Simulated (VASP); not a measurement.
Runs of VASP 6.6.1 on SrO. The structure is that of space group Fm-3m (No. 225), or close to it. The cells are those of the table. 

| task | cell | gap on the mesh (eV) | pressure (GPa) |
| --- | --- | --- | --- |
| single point | a = 3.604 Å, angles 60.0°, 2 atoms | 3.08 | -1.1 |
| single point | a = 3.671 Å, angles 58.7°, 2 atoms | 3.07 | -3.5 |
| electric field gradients | a = 3.560 Å, angles 60.0°, 2 atoms | 3.04 | 2.8 |
| electric field gradients | a = 3.664 Å, angles 60.0°, 2 atoms | (c) | -5.5 |
| electric field gradients | a = 3.622 Å, angles 60.0°, 2 atoms | (b) | -2.6 |
| single point | a = 3.580, b = 3.580, c = 3.525 Å, angles 60.5, 60.5, 59.0°, 2 atoms | (a) | 3.0 |
| electric field gradients | a = 3.585 Å, angles 60.0°, 2 atoms | 3.06 | 0.5 |
| single point | a = 3.573 Å, angles 60.0°, 2 atoms | (d) | 1.6 |

Alike in all rows: level LDA; potentials or basis VASP PAW LDA potentials, release 64 (Sr_sv, O); no spin polarisation; k mesh 8 × 8 × 8; cutoff (eV) 520; smearing fermi-dirac 0.02 eV.

Problem. Estimate the missing entries.

Solution. (a) 2.96; (b) 3.09; (c) 3.12; (d) 3.05.

A k mesh can miss the band edges, and the runs leave out spin-orbit coupling on Sr.
